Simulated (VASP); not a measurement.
# TiO2 (P4_2/mnm) in VASP: a series of runs

The runs below take TiO2 through single point, with LDA.

Everything below comes from runs of VASP 6.6.1. Logs are shortened: lines on timing, memory, paths and dates and some standing lists are left out, and cuts for length are marked.

## Step 1: The cell of the first run

It takes space group P4_2/mnm (No. 136, tetragonal). The conventional cell has a = 4.571 Å, b = 4.571 Å, c = 2.908 Å, α = 90.00°, β = 90.00°, γ = 90.00°. Within 2.6 Å of Ti (site symmetry mmm) lie 6 O at 1.93 to 1.96 Å. O (site symmetry m2m) has 3 Ti at 1.93 to 1.96 Å and 1 O at 2.53 Å within 2.6 Å.

## Step 2: Single point, LDA (in-plane strain +0.005)

Contents of INCAR:

```
  PREC = Accurate
  ENCUT = 520
  EDIFF = 1E-7
  ISMEAR = 0
  SIGMA = 0.01
  LREAL = F
  LASPH = T
  NELM = 100
  ALGO = Normal
  ISIF = 2
  LWAVE = F
  LCHARG = T
  LELF = T
  LVHAR = T
  NBANDS = 33
```

Contents of KPOINTS:

```
regular mesh
0
Gamma
  6 6 8
```

Contents of POSCAR:

```
TiO2
1.0
    4.5709021858      0.0000000000      0.0000000000
    0.0000000000      4.5709021858      0.0000000000
    0.0000000000      0.0000000000      2.9083769711
Ti O
2 4
Direct
    0.0000000000      0.0000000000      0.0000000000
    0.5000000000      0.5000000000      0.5000000000
    0.3039661007      0.3039661007      0.0000000000
    0.1960338993      0.8039661007      0.5000000000
    0.6960338993      0.6960338993      0.0000000000
    0.8039661007      0.1960338993      0.5000000000
```

Potentials or basis: VASP PAW LDA potentials, release 64 (Ti_sv, O).

Command:

```
cat potpaw_LDA.64/Ti_sv/POTCAR potpaw_LDA.64/O/POTCAR > POTCAR
mpirun -np 1 vasp_std > vasp.out
```

OUTCAR:

```text
PREC = Accurate
   ENCUT = 520
   EDIFF = 1E-7
   ISMEAR = 0
   LREAL = F
   LASPH = T
   NELM = 100
   ISIF = 2

 ion  position               nearest neighbor table
   1  0.000  0.000  0.000-   4 1.93   6 1.93   4 1.93   6 1.93   5 1.96   3 1.96
   2  0.500  0.500  0.500-   3 1.93   5 1.93   3 1.93   5 1.93   4 1.96   6 1.96
   3  0.304  0.304  0.000-   2 1.93   2 1.93   1 1.96
   4  0.196  0.804  0.500-   1 1.93   1 1.93   2 1.96
   5  0.696  0.696  0.000-   2 1.93   2 1.93   1 1.96
   6  0.804  0.196  0.500-   1 1.93   1 1.93   2 1.96

  LATTYP: Found a simple tetragonal cell.
 ALAT       =     4.5709021858
 C/A-ratio  =     0.6362807282

  Lattice vectors:

 A1 = (   4.5709021858,   0.0000000000,   0.0000000000)
 A2 = (   0.0000000000,   4.5709021858,   0.0000000000)
 A3 = (   0.0000000000,   0.0000000000,   2.9083769711)

Analysis of symmetry for initial positions (statically):
=====================================================================
 Subroutine PRICEL returns:
 Original cell was already a primitive cell.

 Routine SETGRP: Setting up the symmetry group for a
 simple tetragonal supercell.

 Subroutine GETGRP returns: Found 16 space group operations
 (whereof  8 operations were pure point group operations)
 out of a pool of 16 trial point group operations.

The static configuration has the point symmetry D_2h.
 The point group associated with its full space group is D_4h.

Analysis of symmetry for dynamics (positions and initial velocities):
=====================================================================
 Subroutine PRICEL returns:
 Original cell was already a primitive cell.

 Routine SETGRP: Setting up the symmetry group for a
 simple tetragonal supercell.

 Subroutine GETGRP returns: Found 16 space group operations
 (whereof  8 operations were pure point group operations)
 out of a pool of 16 trial point group operations.

The dynamic configuration has the point symmetry D_2h.
 The point group associated with its full space group is D_4h.

 Subroutine INISYM returns: Found 16 space group operations
 (whereof  8 operations are pure point group operations),
 and found     1 'primitive' translations

----------------------------------------------------------------------------------------

                                     Primitive cell

  volume of cell :      60.7651

  direct lattice vectors                    reciprocal lattice vectors
     4.570902186  0.000000000  0.000000000     0.218775191  0.000000000  0.000000000
     0.000000000  4.570902186  0.000000000     0.000000000  0.218775191  0.000000000
     0.000000000  0.000000000  2.908376971     0.000000000  0.000000000  0.343834383

  length of vectors
     4.570902186  4.570902186  2.908376971     0.218775191  0.218775191  0.343834383

  position of ions in fractional coordinates (direct lattice)
     0.000000000  0.000000000  0.000000000
     0.500000000  0.500000000  0.500000000
     0.303966101  0.303966101  0.000000000
     0.196033899  0.803966101  0.500000000
     0.696033899  0.696033899  0.000000000
     0.803966101  0.196033899  0.500000000

  ion indices of the primitive-cell ions
   primitive index   ion index
                 1           1
                 2           2
                 3           3
                 4           4
                 5           5
                 6           6

----------------------------------------------------------------------------------------

 KPOINTS: regular mesh

Automatic generation of k-mesh.
 Grid dimensions read from file:
 generate k-points for:    6    6    8

 Generating k-lattice:

  Cartesian coordinates                     Fractional coordinates (reciprocal lattice)
     0.036462532  0.000000000  0.000000000     0.166666667  0.000000000  0.000000000
     0.000000000  0.036462532  0.000000000     0.000000000  0.166666667  0.000000000
     0.000000000  0.000000000  0.042979298     0.000000000  0.000000000  0.125000000

  Length of vectors
     0.036462532  0.036462532  0.042979298

  Shift w.r.t. Gamma in fractional coordinates (k-lattice)
     0.000000000  0.000000000  0.000000000

 Subroutine IBZKPT returns following result:
 ===========================================

 Found     50 irreducible k-points:

 Following reciprocal coordinates:
            Coordinates               Weight
  0.000000  0.000000  0.000000      1.000000
  0.166667  0.000000  0.000000      4.000000
  0.333333  0.000000  0.000000      4.000000
  0.500000  0.000000  0.000000      2.000000
  0.166667  0.166667  0.000000      4.000000
  0.333333  0.166667  0.000000      8.000000
[... 16 lines left out ...]
  0.333333  0.000000  0.250000      8.000000
  0.500000  0.000000  0.250000      4.000000
 [... further k-points ...]
   k-points           NKPTS =     50   k-points in BZ     NKDIM =     50   number of bands    NBANDS=     33
   number of dos      NEDOS =    301   number of ions     NIONS =      6
   total plane-waves  NPLWV =  31104
   dimension x,y,z NGX =    36 NGY =   36 NGZ =   24
   dimension x,y,z NGXF=    72 NGYF=   72 NGZF=   48
   ions per type =               2   4
   NGX,Y,Z   is equivalent  to a cutoff of  13.09, 13.09, 13.72 a.u.
   NGXF,Y,Z  is equivalent  to a cutoff of  26.19, 26.19, 27.44 a.u.
 SYSTEM =  unknown system
   PREC   = accura    normal or accurate (medium, high low for compatibility)
   ISTART =      0    job   : 0-new  1-cont  2-samecut
   ICHARG =      2    charge: 1-file 2-atom 10-const
   ISPIN  =      1    spin polarized calculation?
   LNONCOLLINEAR =      F non collinear calculations
   LSORBIT =      F    spin-orbit coupling
   LASPH  =      T    aspherical Exc in radial PAW
   ENCUT  =  520.0 eV  38.22 Ry    6.18 a.u.   8.50  8.50  5.41*2*pi/ulx,y,z
   NELM   =    100;   NELMIN=  2; NELMDL= -5     # of ELM steps
   EDIFF  = 0.1E-06   stopping-criterion for ELM
   LREAL  =      F    real-space projection
   EDIFFG = 0.1E-05   stopping-criterion for IOM
   NSW    =      0    number of steps for IOM
   IBRION =     -1    ionic relax: 0-MD 1-quasi-New 2-CG
   NFREE  =      0    steps in history (QN), initial steepest desc. (CG)
   ISIF   =      2    stress and relaxation
   ISYM   =      2    0-nonsym 1-usesym 2-fastsym
   POTIM  = 0.5000    time-step for ionic-motion
   TEBEG  =    0.0;   TEEND  =   0.0 temperature during run
   PSTRESS=    0.0 pullay stress
   NELECT =      48.0000    total number of electrons
   NUPDOWN=      -1.0000    fix difference up-down
   EMIN   =  10.00;   EMAX   =-10.00  energy-range for DOS
   EFERMI =   0.00;   METHOD = LEGACY
   ISMEAR =     0;   SIGMA  =   0.01  broadening in eV -4-tet -1-fermi 0-gaus
   EFERMI_NEDOS =   21; number of points for ismear=-14 and -15
   IALGO  =     38    algorithm
   IMIX   =      4    mixing-type and parameters
     AMIX     =   0.40;   BMIX     =  1.00
     AMIX_MAG =   1.60;   BMIX_MAG =  1.00
  volume/ion in A,a.u.               =      10.13        68.34
  Fermi-wavevector in a.u.,A,eV,Ry     =   1.513342  2.859802 31.160113  2.290204
  Thomas-Fermi vector in A             =   2.623146
   LORBIT       =      0    0 simple, 1 ext, 2 COOP (PROOUT), +10 PAW based schemes
   GGA     = CA    functional components
   LHFCALC =     F    Hartree Fock is set to
   AEXX    =    0.0000 exact exchange contribution
   IVDW    =     0    specifies the selected vdW correction
   LEPSILON=     F    determine dielectric tensor
   LRPA    =     F    only Hartree local field effects (RPA)
 non-spin polarized calculation
 Gauss-broadening in eV      SIGMA  =   0.01
  energy-cutoff  :      520.00
  volume of cell :       60.77
 maximum number of plane-waves:      1651
 NGX is ok and might be reduce to    36
   NGX = 17   NGY = 17   NGZ = 11

 number of electron      48.0000017 magnetization

 Free energy of the ion-electron system (eV)
  ---------------------------------------------------
  ext. energy  EPLUGINS =         0.00000000
  ---------------------------------------------------
  free energy    TOTEN  =       -58.77653987 eV

  energy without entropy =      -58.77653987  energy(sigma->0) =      -58.77653987

 E-fermi :   5.0268     XC(G=0): -12.1328

 val. band max:        4.8153539304   @ k =   0.0000   0.0000   0.0000
 cond. band min:       6.6425323005   @ k =   0.0000   0.0000   0.0000
 fundamental gap:      1.8271783701
 Fermi energy:         5.0268444400

 k-point     1 :       0.0000    0.0000    0.0000
  band No.  band energies     occupation
      1     -51.2541      2.00000
      2     -51.2330      2.00000
      3     -27.9934      2.00000
      4     -27.9934      2.00000
      5     -27.8025      2.00000
      6     -27.8025      2.00000
[... 25 lines left out ...]
     32      11.6945      0.00000
     33      11.7296      0.00000

 k-point     2 :       0.1667    0.0000    0.0000
  band No.  band energies     occupation
      1     -51.2527      2.00000
      2     -51.2344      2.00000
      3     -27.9829      2.00000
      4     -27.9819      2.00000
      5     -27.8153      2.00000
      6     -27.8142      2.00000
[... 25 lines left out ...]
     32      11.5956      0.00000
     33      11.6162      0.00000

 k-point     3 :       0.3333    0.0000    0.0000
  band No.  band energies     occupation
      1     -51.2488      2.00000
      2     -51.2383      2.00000
      3     -27.9550      2.00000
      4     -27.9521      2.00000
      5     -27.8478      2.00000
      6     -27.8449      2.00000
[... 25 lines left out ...]
     32      11.3973      0.00000
     33      11.4372      0.00000

 k-point     4 :       0.5000    0.0000    0.0000
  band No.  band energies     occupation
      1     -51.2435      2.00000
      2     -51.2435      2.00000
      3     -27.9289      2.00000
      4     -27.9289      2.00000
      5     -27.8724      2.00000
      6     -27.8724      2.00000
[... 25 lines left out ...]
     32      11.1512      0.00000
     33      11.3158      0.00000

 k-point     5 :       0.1667    0.1667    0.0000
  band No.  band energies     occupation
      1     -51.2514      2.00000
      2     -51.2356      2.00000
      3     -27.9972      2.00000
      4     -27.9504      2.00000
      5     -27.8488      2.00000
      6     -27.8001      2.00000
[... 604 lines left out ...]
 k-point    22 :       0.1667    0.0000    0.2500
  band No.  band energies     occupation
      1     -51.2235      2.00000
      2     -51.2106      2.00000
      3     -28.0318      2.00000
      4     -28.0094      2.00000
      5     -27.9105      2.00000
      6     -27.9074      2.00000
[... 25 lines left out ...]
     32      10.8209      0.00000
     33      11.1574      0.00000

 k-point    23 :       0.3333    0.0000    0.2500
  band No.  band energies     occupation
      1     -51.2207      2.00000
      2     -51.2133      2.00000
      3     -28.0362      2.00000
      4     -28.0220      2.00000
      5     -27.8865      2.00000
      6     -27.8792      2.00000
[... 25 lines left out ...]
     32      10.3683      0.00000
     33      11.3017      0.00000

 k-point    24 :       0.5000    0.0000    0.2500
  band No.  band energies     occupation
      1     -51.2170      2.00000
      2     -51.2170      2.00000
      3     -28.0328      2.00000
      4     -28.0328      2.00000
      5     -27.8618      2.00000
      6     -27.8618      2.00000
[... 25 lines left out ...]
     32      10.2032      0.00000
     33      11.7220      0.00000

 [... further k-points ...]

------------------------ aborting loop because EDIFF is reached ----------------------------------------

  FORCE on cell =-STRESS in cart. coord.  units (eV):
  Direction    XX          YY          ZZ          XY          YZ          ZX
  --------------------------------------------------------------------------------------
  -------------------------------------------------------------------------------------
  Total       -0.3714422     -0.3714422      0.5247625      0.0000000      0.0000000      0.0000000
  in kB       -9.7937116     -9.7937116     13.8362629      0.0000000      0.0000000      0.0000000
  external PRESSURE =      -1.9170535 kB  Pullay stress =       0.0000000 kB

 VOLUME and BASIS-vectors are now :
 -----------------------------------------------------------------------------
  energy-cutoff  :      520.00
  volume of cell :       60.77
      direct lattice vectors                 reciprocal lattice vectors
     4.570902186  0.000000000  0.000000000     0.218775191  0.000000000  0.000000000
     0.000000000  4.570902186  0.000000000     0.000000000  0.218775191  0.000000000
     0.000000000  0.000000000  2.908376971     0.000000000  0.000000000  0.343834383

 POSITION                                       TOTAL-FORCE (eV/Angst)
 -----------------------------------------------------------------------------------
      0.00000      0.00000      0.00000         0.000000     -0.000000     -0.000000
      2.28545      2.28545      1.45419         0.000000     -0.000000     -0.000000
      1.38940      1.38940      0.00000        -0.011142     -0.011142      0.000000
      0.89605      3.67485      1.45419         0.011142     -0.011142      0.000000
      3.18150      3.18150      0.00000         0.011142      0.011142     -0.000000
      3.67485      0.89605      1.45419        -0.011142      0.011142     -0.000000
 -----------------------------------------------------------------------------------
    total drift:                                0.000000      0.000000      0.000000

  FREE ENERGIE OF THE ION-ELECTRON SYSTEM (eV)
  ---------------------------------------------------
  free  energy   TOTEN  =       -58.7765398651 eV

  energy  without entropy=      -58.7765398651  energy(sigma->0) =      -58.77653987
```

It took 72 s on 1 thread of Intel Xeon 6975P-C (Granite Rapids), shared host; peak memory 0.2 GiB.

Results:

- Free energy: -58.7765 eV
- Pressure: -0.2 GPa
- Largest force: 0.016 eV/Å
- Band gap on the k mesh: 1.83 eV

Forces in eV/Å, atoms in the order of the input:
```
Ti   0.000  0.000  0.000
Ti   0.000  0.000  0.000
O   -0.011 -0.011  0.000
O    0.011 -0.011  0.000
O    0.011  0.011  0.000
O   -0.011  0.011  0.000
```

Stress tensor (GPa, compression positive):
```
-0.98  0.00  0.00
 0.00 -0.98  0.00
 0.00  0.00  1.38
```

Caveat: the cell differs from its parent crystal (in-plane strain +0.005). A k mesh can miss the band edges.

## Step 3: Single point, LDA (film at in-plane strain +0.005)

Contents of INCAR:

```
SYSTEM = TiO2
ALGO = Normal
EDIFF = 1E-7
ENCUT = 520
GGA = CA
ISIF = 2
ISMEAR = 0
LASPH = .True.
LCHARG = .False.
LREAL = .False.
LWAVE = .False.
NBANDS = 33
NELM = 100
PREC = Accurate
SIGMA = 0.01
```

Contents of KPOINTS:

```
k-points
0
Gamma
  6 6 8
  0 0 0
```

Contents of POSCAR:

```
TiO2
1.0
    4.5709021858      0.0000000000      0.0000000000
    0.0000000000      4.5709021858      0.0000000000
    0.0000000000      0.0000000000      2.9075956854
Ti O
2 4
Direct
    0.0000000000      0.0000000000      0.0000000000
    0.5000000000      0.5000000000      0.5000000000
    0.3041371235      0.3041371235      0.0000000000
    0.1958628765      0.8041371235      0.5000000000
    0.6958628765      0.6958628765      0.0000000000
    0.8041371235      0.1958628765      0.5000000000
```

Potentials or basis: VASP PAW LDA potentials, release 64 (Ti_sv, O).

Command:

```
cat potpaw_LDA.64/Ti_sv/POTCAR potpaw_LDA.64/O/POTCAR > POTCAR
mpirun -np 1 vasp_std > vasp.out
```

It took 75 s on 1 thread of Intel Xeon 6975P-C (Granite Rapids), shared host; peak memory 0.2 GiB.

Results (log left out):

```
Free energy            : -58.7762 eV
Pressure               : 0.0 GPa
Largest force          : 0.042 eV/Å
Band gap on the k mesh : 1.84 eV
```

Forces on the atoms (eV/Å):
```
Ti   0.000  0.000  0.000
Ti   0.000  0.000  0.000
O   -0.030 -0.030  0.000
O    0.030 -0.030  0.000
O    0.030  0.030  0.000
O   -0.030  0.030  0.000
```

Stress tensor (GPa, compression positive):
```
-0.87  0.00  0.00
 0.00 -0.87  0.00
 0.00  0.00  1.62
```

Levels at points of the mesh, in eV from the valence-band top:
```tsv
k point	band 21	band 22	band 23	band 24	band 25	band 26	band 27	band 28
(0.00, 0.00, 0.00)	-0.65	-0.46	-0.46	0.00	1.84	2.11	2.46	2.56
(0.50, 0.00, 0.00)	-1.61	-1.61	-0.77	-0.77	2.54	2.54	3.12	3.12
(0.50, 0.50, 0.00)	-1.25	-1.25	-1.10	-1.10	1.87	1.87	2.59	2.59
(0.00, 0.00, 0.50)	-2.50	-2.50	-1.46	-1.46	3.04	3.04	3.35	3.35
(0.50, 0.00, 0.50)	-2.13	-2.13	-1.08	-1.08	1.88	1.88	3.37	3.37
(0.50, 0.50, 0.50)	-1.34	-1.34	-0.67	-0.67	2.62	2.62	3.25	3.25
```

Caveat: the cell differs from its parent crystal (film at in-plane strain +0.005). A k mesh can miss the band edges.

(Continued in part 2 of 2.)
